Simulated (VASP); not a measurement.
# CuO (Cc) in VASP: notebook, part 2 of 2

VASP 6.6.1. Earlier steps stand in the parts before.

### 3 Relaxation of cell and atoms, PBE

File INCAR:

```
SYSTEM = CuO
ALGO = Normal ; EDIFF = 1E-6
EDIFFG = -0.005 ; ENCUT = 600
GGA = PE ; IBRION = 2
ISIF = 3 ; ISMEAR = -1
LASPH = .TRUE. ; LCHARG = .FALSE.
LREAL = .FALSE. ; LWAVE = .FALSE.
NELM = 60 ; NSW = 80
PREC = Accurate ; SIGMA = 0.05
```

File KPOINTS:

```
k-points
0
G
  8 8 4
  0 0 0
```

File POSCAR:

```
CuO
1.0
    2.3446497600     -1.7133998200      0.0000000000
    2.3446497600      1.7133998200      0.0000000000
   -0.8605499100      0.0000000000      5.0594394800
Cu O
2 2
Direct
    0.0032000000      0.4968000000      0.0000000000
    0.4968000000      0.0032000000      0.5000000000
    0.5714000000      0.4056000000      0.2537000000
    0.4056000000      0.5714000000      0.7537000000
```

Potentials or basis: VASP PAW PBE potentials, release 64 (Cu, O).

Launch:

```sh
> cat potpaw_PBE.64/Cu/POTCAR potpaw_PBE.64/O/POTCAR > POTCAR
> mpirun -np 1 vasp_std > vasp.out
```

OUTCAR:

```text
SYSTEM = CuO
   EDIFF = 1E-6
   EDIFFG = -0.005
   ENCUT = 600
   GGA = PE
   IBRION = 2
   ISIF = 3
   ISMEAR = -1
   LASPH = .TRUE.
   LREAL = .FALSE.
   NELM = 60
   NSW = 80
   PREC = Accurate

 ion  position               nearest neighbor table
   1  0.003  0.497  0.000-   4 1.91   3 1.93   4 1.98   3 2.02
   2  0.497  0.003  0.500-   3 1.91   4 1.93   3 1.98   4 2.02
   3  0.571  0.406  0.254-   2 1.91   1 1.93   2 1.98   1 2.02
   4  0.406  0.571  0.754-   1 1.91   2 1.93   1 1.98   2 2.02

  LATTYP: Found a base centered monoclinic cell.
 ALAT       =     4.6892995200
 B/A-ratio  =     0.7307700490
 C/A-ratio  =     1.0944283419
 COS(beta)  =    -0.1676798045

  Lattice vectors:

 A1 = (   2.3446497600,  -1.7133998200,   0.0000000000)
 A2 = (   2.3446497600,   1.7133998200,   0.0000000000)
 A3 = (  -0.8605499100,   0.0000000000,   5.0594394800)

Analysis of symmetry for initial positions (statically):
=====================================================================
 Subroutine PRICEL returns:
 Original cell was already a primitive cell.

 Routine SETGRP: Setting up the symmetry group for a
 base centered monoclinic supercell.

 Subroutine GETGRP returns: Found  2 space group operations
 (whereof  1 operations were pure point group operations)
 out of a pool of  4 trial point group operations.

The static configuration has the point symmetry C_1 .
 The point group associated with its full space group is C_1h.

Analysis of symmetry for dynamics (positions and initial velocities):
=====================================================================
 Subroutine PRICEL returns:
 Original cell was already a primitive cell.

 Routine SETGRP: Setting up the symmetry group for a
 base centered monoclinic supercell.

 Subroutine GETGRP returns: Found  2 space group operations
 (whereof  1 operations were pure point group operations)
 out of a pool of  4 trial point group operations.

The dynamic configuration has the point symmetry C_1 .
 The point group associated with its full space group is C_1h.

 Subroutine INISYM returns: Found  2 space group operations
 (whereof  1 operations are pure point group operations),
 and found     1 'primitive' translations

----------------------------------------------------------------------------------------

                                     Primitive cell

  volume of cell :      40.6508

  direct lattice vectors                    reciprocal lattice vectors
     2.344649760 -1.713399820  0.000000000     0.213251467 -0.291817470  0.036271514
     2.344649760  1.713399820  0.000000000     0.213251467  0.291817470  0.036271514
    -0.860549910  0.000000000  5.059439480     0.000000000  0.000000000  0.197650353

  length of vectors
     2.903983719  2.903983719  5.132102298     0.363248188  0.363248188  0.197650353

  position of ions in fractional coordinates (direct lattice)
     0.003200000  0.496800000  0.000000000
     0.496800000  0.003200000  0.500000000
     0.571400000  0.405600000  0.253700000
     0.405600000  0.571400000  0.753700000

[... 62 lines left out ...]
   total plane-waves  NPLWV =  24192
   dimension x,y,z NGX =    24 NGY =   24 NGZ =   42
   dimension x,y,z NGXF=    48 NGYF=   48 NGZF=   84
   ions per type =               2   2
   NGX,Y,Z   is equivalent  to a cutoff of  13.74, 13.74, 13.61 a.u.
   NGXF,Y,Z  is equivalent  to a cutoff of  27.48, 27.48, 27.21 a.u.
 SYSTEM =  CuO
   PREC   = accura    normal or accurate (medium, high low for compatibility)
   ISTART =      0    job   : 0-new  1-cont  2-samecut
   ICHARG =      2    charge: 1-file 2-atom 10-const
   ISPIN  =      1    spin polarized calculation?
   LNONCOLLINEAR =      F non collinear calculations
   LSORBIT =      F    spin-orbit coupling
   LASPH  =      T    aspherical Exc in radial PAW
   ENCUT  =  600.0 eV  44.10 Ry    6.64 a.u.   5.80  5.80 10.25*2*pi/ulx,y,z
   NELM   =     60;   NELMIN=  2; NELMDL= -5     # of ELM steps
   EDIFF  = 0.1E-05   stopping-criterion for ELM
   LREAL  =      F    real-space projection
   EDIFFG = -.5E-02   stopping-criterion for IOM
   NSW    =     80    number of steps for IOM
   IBRION =      2    ionic relax: 0-MD 1-quasi-New 2-CG
   NFREE  =      1    steps in history (QN), initial steepest desc. (CG)
   ISIF   =      3    stress and relaxation
   ISYM   =      2    0-nonsym 1-usesym 2-fastsym
   POTIM  = 0.5000    time-step for ionic-motion
   TEBEG  =    0.0;   TEEND  =   0.0 temperature during run
   PSTRESS=    0.0 pullay stress
   NELECT =      34.0000    total number of electrons
   NUPDOWN=      -1.0000    fix difference up-down
   EMIN   =  10.00;   EMAX   =-10.00  energy-range for DOS
   EFERMI =   0.00;   METHOD = LEGACY
   ISMEAR =    -1;   SIGMA  =   0.05  broadening in eV -4-tet -1-fermi 0-gaus
   EFERMI_NEDOS =   21; number of points for ismear=-14 and -15
   IALGO  =     38    algorithm
   IMIX   =      4    mixing-type and parameters
     AMIX     =   0.40;   BMIX     =  1.00
     AMIX_MAG =   1.60;   BMIX_MAG =  1.00
  volume/ion in A,a.u.               =      10.16        68.58
  Fermi-wavevector in a.u.,A,eV,Ry     =   1.542451  2.914810 32.370379  2.379156
  Thomas-Fermi vector in A             =   2.648254
   LORBIT       =      0    0 simple, 1 ext, 2 COOP (PROOUT), +10 PAW based schemes
   GGA     = PE    functional components
   LHFCALC =     F    Hartree Fock is set to
   AEXX    =    0.0000 exact exchange contribution
   IVDW    =     0    specifies the selected vdW correction
   LEPSILON=     F    determine dielectric tensor
   LRPA    =     F    only Hartree local field effects (RPA)
 conjugate gradient relaxation of ions
 non-spin polarized calculation
  energy-cutoff  :      600.00
  volume of cell :       40.65
 maximum number of plane-waves:      1370
   NGX = 11   NGY = 11   NGZ = 21

--------------------------------------- Ionic step        1  -------------------------------------------

 number of electron      33.9999993 magnetization

 Free energy of the ion-electron system (eV)
  ---------------------------------------------------
  ext. energy  EPLUGINS =         0.00000000
  ---------------------------------------------------
  free energy    TOTEN  =       -19.49563319 eV

  energy without entropy =      -19.47811106  energy(sigma->0) =      -19.48687213

------------------------ aborting loop because EDIFF is reached ----------------------------------------

  FORCE on cell =-STRESS in cart. coord.  units (eV):
  Direction    XX          YY          ZZ          XY          YZ          ZX
  --------------------------------------------------------------------------------------
  -------------------------------------------------------------------------------------
  Total        1.5865973      1.7420815      1.4616045      0.0000000      0.0000000     -0.4464714
  in kB       62.5328473     68.6609733     57.6064845      0.0000000      0.0000000    -17.5968587
  external PRESSURE =      62.9334350 kB  Pullay stress =       0.0000000 kB
[... 95 lines left out ...]
  FREE ENERGIE OF THE ION-ELECTRON SYSTEM (eV)
  ---------------------------------------------------
  free  energy   TOTEN  =       -19.5693514679 eV

  energy  without entropy=      -19.5514140272  energy(sigma->0) =      -19.56038275

[... ionic steps 4 to 57 ...]

--------------------------------------- Ionic step       58  -------------------------------------------

 number of electron      34.0000004 magnetization

------------------------ aborting loop because EDIFF is reached ----------------------------------------
[... 71 lines left out ...]
--------------------------------------- Ionic step       60  -------------------------------------------

 number of electron      34.0000004 magnetization

 Free energy of the ion-electron system (eV)
  ---------------------------------------------------
  ext. energy  EPLUGINS =         0.00000000
  ---------------------------------------------------
  free energy    TOTEN  =       -19.73890920 eV

  energy without entropy =      -19.72518337  energy(sigma->0) =      -19.73204628

 E-fermi :   4.7793     XC(G=0): -11.2610

 val. band max:        4.7448520773   @ k =   0.5000   0.0000   0.2500
 cond. band min:       4.7858019216   @ k =  -0.2500   0.1250   0.5000
 fundamental gap:      0.0409498443
 Fermi energy:         4.7792556242

 k-point     1 :       0.0000    0.0000    0.0000
  band No.  band energies     occupation
      1     -14.9347      2.00000
      2     -13.6614      2.00000
      3      -3.2284      2.00000
      4      -0.6290      2.00000
      5      -0.5175      2.00000
      6       1.1009      2.00000
[... 565 lines left out ...]
     20      10.0449      0.00000
     21      13.7958      0.00000

 [... further k-points ...]
[... 5 lines left out ...]
  --------------------------------------------------------------------------------------
  -------------------------------------------------------------------------------------
  Total        0.0038531      0.0061022      0.0076828      0.0000000      0.0000000      0.0072436
  in kB        0.1378618      0.2183316      0.2748834      0.0000000      0.0000000      0.2591692
  external PRESSURE =       0.2103589 kB  Pullay stress =       0.0000000 kB
[... 19 lines left out ...]
  FREE ENERGIE OF THE ION-ELECTRON SYSTEM (eV)
  ---------------------------------------------------
  free  energy   TOTEN  =       -19.7389091961 eV

  energy  without entropy=      -19.7251833676  energy(sigma->0) =      -19.73204628

 reached required accuracy - stopping structural energy minimisation
```

OSZICAR:

```text
N       E                     dE             d eps       ncg     rms          rms(c)
DAV:   1     0.324780315134E+03    0.32478E+03   -0.18493E+04  3332   0.286E+03
DAV:   2     0.228953317723E+02   -0.30188E+03   -0.28742E+03  3361   0.468E+02
DAV:   3    -0.236641110588E+02   -0.46559E+02   -0.44116E+02  4484   0.203E+02
DAV:   4    -0.256037587457E+02   -0.19396E+01   -0.19199E+01  4490   0.426E+01
[... 470 lines left out ...]
       N       E                     dE             d eps       ncg     rms          rms(c)
DAV:   1    -0.197389257383E+02   -0.20094E-04   -0.82944E-04  4914   0.433E-01    0.331E-02
DAV:   2    -0.197389137314E+02    0.12007E-04   -0.11288E-04  4252   0.317E-01    0.131E-02
DAV:   3    -0.197389100405E+02    0.36909E-05   -0.19334E-05  4443   0.174E-01    0.818E-03
DAV:   4    -0.197389091961E+02    0.84435E-06   -0.13825E-06  1852   0.411E-02
  60 F= -.19738909E+02 E0= -.19732046E+02  d E =-.143511E-04
```

CONTCAR:

```text
CuO
   1.00000000000000
     2.1317287892432821   -2.0251339806511655    0.1676281451265021
     2.1317287892432821    2.0251339806511655    0.1676281451265021
    -0.4203228390103255    0.0000000000000000    5.1533534216281076
  Cu              O
     2     2
Direct
     0.9943651669277421    0.4940410077864725    0.0018463422629245
     0.4940410077864725    0.9943651669277421    0.5018463422629243
     0.4949933827872456    0.4936004424985367    0.2518536577370776
     0.4936004424985367    0.4949933827872456    0.7518536577370778

  0.00000000E+00  0.00000000E+00  0.00000000E+00
  0.00000000E+00  0.00000000E+00  0.00000000E+00
  0.00000000E+00  0.00000000E+00  0.00000000E+00
  0.00000000E+00  0.00000000E+00  0.00000000E+00
```

It took 13 min on 1 thread of Intel Xeon 6975P-C (Granite Rapids), shared host; peak memory 0.22 GiB.

Results:

```
Free energy                           : -19.7389 eV
Relaxed volume                        : 11.19 Å³/atom
Relaxed cell                          : a = 2.945 Å, b = 2.945 Å, c = 5.170 Å, α = 90.12°, β = 90.12°, γ = 86.89°
Space group after relaxing (to 0.1 Å) : Cccm (No. 66)
Energy gained by relaxing             : 60.8 meV/atom
Ionic steps                           : 60
Pressure after relaxing               : 0.0 GPa
Largest force after relaxing          : 0.004 eV/Å
Band gap on the k mesh                : zero (bands 17 and 18 overlap by 1.11 eV)
```

Forces on the atoms (eV/Å):
```
Cu   0.001  0.003  0.000
Cu   0.001 -0.003  0.000
O   -0.001 -0.001  0.000
O   -0.001  0.001  0.000
```

The path:
```
step  energy change (eV)  largest force (eV/Å)  pressure (GPa)  volume (Å³)
   1              0.0000                0.7870            6.29        40.65
   3             -0.0737                0.3181           -1.42        42.41
   5             -0.0949                0.2415            1.98        41.96
   7             -0.1396                0.1327            0.48        43.19
   9             -0.1557                0.1004           -0.63        44.32
  11             -0.2139                0.1903           -1.04        45.03
  13             -0.2225                0.2881           -1.27        45.24
  15             -0.2382                0.0716            0.59        44.64
  17             -0.2397                0.0721           -0.44        44.84
  19             -0.2407                0.0391            0.04        44.70
  21             -0.2421                0.0286            0.72        44.62
  23             -0.2426                0.0317            0.22        44.72
  25             -0.2427                0.0348           -0.08        44.82
  27             -0.2430                0.0164           -0.10        44.82
  29             -0.2431                0.0251           -0.05        44.81
  31             -0.2432                0.0130           -0.04        44.75
  33             -0.2432                0.0091            0.17        44.77
  35             -0.2432                0.0080            0.03        44.77
  37             -0.2432                0.0072           -0.16        44.77
  39             -0.2432                0.0125           -0.06        44.80
  41             -0.2432                0.0105           -0.03        44.78
  43             -0.2432                0.0076           -0.06        44.78
  45             -0.2433                0.0073           -0.01        44.77
  47             -0.2433                0.0095            0.05        44.77
  49             -0.2433                0.0077            0.05        44.79
  51             -0.2433                0.0079            0.11        44.79
  53             -0.2433                0.0078           -0.03        44.80
  55             -0.2433                0.0077           -0.17        44.80
  57             -0.2433                0.0091           -0.03        44.80
  59             -0.2433                0.0053            0.00        44.79
  60             -0.2433                0.0036            0.02        44.78
```

Final structure:
```xyz
4
Lattice="2.1317 -2.0251 0.1676 2.1317 2.0251 0.1676 -0.4203 0.0000 5.1534" Properties=species:S:1:pos:R:3 pbc="T T T"
Cu    3.1721   -1.0132    0.2590
Cu    2.9619    1.0132    2.8357
O     2.0016   -0.0028    1.4636
O     1.7914    0.0028    4.0403
```

Levels at points of the mesh, in eV from the Fermi level:
| k point | band 13 | band 14 | band 15 | band 16 | band 17 | band 18 | band 19 | band 20 | band 21 |
| --- | --- | --- | --- | --- | --- | --- | --- | --- | --- |
| (0.00, 0.00, 0.00) | -2.37 | -2.37 | -2.29 | -1.91 | 0.58 | 0.70 | 1.36 | 6.09 | 7.22 |
| (0.50, 0.00, 0.00) | -2.27 | -1.89 | -1.58 | -1.50 | 0.19 | 0.43 | 3.71 | 5.84 | 6.37 |
| (0.50, 0.50, 0.00) | -2.35 | -2.33 | -1.63 | -1.23 | -1.19 | 1.09 | 2.20 | 7.19 | 9.30 |
| (0.00, 0.00, 0.50) | -2.27 | -2.27 | -1.56 | -1.56 | 0.09 | 0.09 | 3.44 | 3.44 | 11.55 |
| (0.50, 0.00, 0.50) | -2.38 | -2.34 | -2.01 | -1.83 | -0.20 | 0.64 | 4.33 | 5.83 | 8.19 |
| (0.50, 0.50, 0.50) | -1.90 | -1.90 | -1.43 | -1.43 | -0.53 | -0.53 | 4.04 | 4.04 | 10.15 |

Caveat: semilocal functionals often make such compounds metallic where correlation or magnetic order opens a gap, which also shifts bond lengths.

### 4 Relaxation of cell and atoms, PBEsol

File INCAR:

```
PREC = Accurate ; ENCUT = 600
EDIFF = 1E-6 ; ISMEAR = -1
SIGMA = 0.05 ; LREAL = False
LASPH = True ; NELM = 60
ALGO = Normal ; ISIF = 3
LWAVE = False ; LCHARG = False
GGA = PS ; IBRION = 2
NSW = 80 ; EDIFFG = -0.005
```

File KPOINTS:

```
Automatic mesh
0
Gamma
  8 8 4
```

POSCAR is that of step 3.

Launch:

```sh
> cat potpaw_PBE.64/Cu/POTCAR potpaw_PBE.64/O/POTCAR > POTCAR
> mpirun -np 1 vasp_std > vasp.out
```

Wall time 13 min (1 thread of Intel Xeon 6975P-C (Granite Rapids), shared host); peak memory 0.23 GiB.

Results (log left out):

- Free energy: -21.4924 eV
- Relaxed volume: 10.67 Å³/atom
- Relaxed cell: a = 2.892 Å, b = 2.892 Å, c = 5.110 Å, α = 90.22°, β = 90.22°, γ = 87.22°
- Space group after relaxing (to 0.1 Å): Cccm (No. 66)
- Energy gained by relaxing: 45.4 meV/atom
- Ionic steps: 54
- Pressure after relaxing: 0.0 GPa
- Largest force after relaxing: 0.005 eV/Å
- Band gap on the k mesh: zero (bands 17 and 18 overlap by 1.14 eV)

Forces in eV/Å, atoms in the order of the input:
```
Cu  -0.001  0.000  0.002
Cu  -0.001  0.000  0.002
O    0.001  0.004 -0.002
O    0.001 -0.004 -0.002
```

Step by step:
```csv
step,energy change (eV),largest force (eV/Å),pressure (GPa),volume (Å³)
1,0.0000,0.7608,-2.18,40.65
3,-0.0599,0.1790,1.34,39.89
5,-0.0725,0.1824,-1.76,40.88
7,-0.0891,0.1047,-0.63,40.98
9,-0.1002,0.3348,4.11,41.32
11,-0.1140,0.1547,2.02,41.39
13,-0.1383,0.1712,-0.82,42.86
15,-0.1666,0.0760,-0.80,42.84
17,-0.1700,0.1755,-0.60,42.81
19,-0.1749,0.1089,0.59,42.46
21,-0.1766,0.0600,-0.38,42.66
23,-0.1776,0.0394,0.16,42.55
25,-0.1799,0.0292,0.46,42.63
27,-0.1804,0.0321,-0.24,42.81
29,-0.1808,0.0239,-0.43,42.81
31,-0.1811,0.0082,0.62,42.53
33,-0.1814,0.0064,0.12,42.66
35,-0.1814,0.0065,0.00,42.67
37,-0.1814,0.0119,0.03,42.69
39,-0.1814,0.0092,-0.06,42.74
41,-0.1814,0.0072,-0.03,42.72
43,-0.1814,0.0071,-0.06,42.73
45,-0.1815,0.0056,0.00,42.70
47,-0.1815,0.0066,0.02,42.69
49,-0.1815,0.0045,-0.05,42.70
51,-0.1815,0.0051,0.02,42.69
53,-0.1815,0.0041,0.06,42.69
54,-0.1815,0.0048,-0.01,42.69
```

Final structure:
```
Cu O
1.0
     2.08787   -1.99474    0.15903
     2.08787    1.99474    0.15903
    -0.41536    0.00000    5.09359
Cu O
2 2
Direct
  0.99425 0.49425 0.00183
  0.49425 0.99425 0.50183
  0.49587 0.49263 0.25187
  0.49263 0.49587 0.75187
```

Levels at points of the mesh, in eV from the Fermi level:
```
           k point  band 14  band 15  band 16  band 17  band 18  band 19  band 20  band 21
(0.00, 0.00, 0.00)    -2.49    -2.41    -2.02     0.61     0.73     1.44     6.01     7.38
(0.50, 0.00, 0.00)    -1.99    -1.65    -1.58     0.21     0.45     3.48     5.96     6.51
(0.50, 0.50, 0.00)    -2.44    -1.67    -1.26    -1.23     1.16     1.92     7.13     9.48
(0.00, 0.00, 0.50)    -2.40    -1.62    -1.62     0.07     0.07     3.51     3.51    11.65
(0.50, 0.00, 0.50)    -2.47    -2.11    -1.90    -0.16     0.68     4.18     5.95     8.17
(0.50, 0.50, 0.50)    -2.02    -1.48    -1.48    -0.53    -0.53     3.84     3.84    10.53
```

Caveat: the PAW data sets were made with another functional, which shifts forces and pressure a little; semilocal functionals often make such compounds metallic where correlation or magnetic order opens a gap, which also shifts bond lengths. With open d or f shells a metallic result of PBEsol can be an artefact of self-interaction; +U or a hybrid may open a gap.

### 5 Overview

| level | k mesh | gap on the mesh (eV) | pressure (GPa) | relaxed volume (Å³/atom) |
| --- | --- | --- | --- | --- |
| PBE | 10 × 10 × 5 | none | -0.1 | 11.21 |
| PBE | 8 × 8 × 4 | none | 0.0 | 11.19 |
| PBEsol | 8 × 8 × 4 | none | 0.0 | 10.67 |

Alike in all rows: task relaxation of cell and atoms; potentials or basis VASP PAW PBE potentials, release 64 (Cu, O); no spin polarisation; cell relaxed; cutoff (eV) 600; smearing fermi-dirac 0.05 eV.

Caveats: semilocal functionals often make such compounds metallic where correlation or magnetic order opens a gap, which also shifts bond lengths; the PAW data sets were made with another functional, which shifts forces and pressure a little (at least some runs).

Total energies depend on the potentials used, so only differences within one code and one set of settings carry meaning.
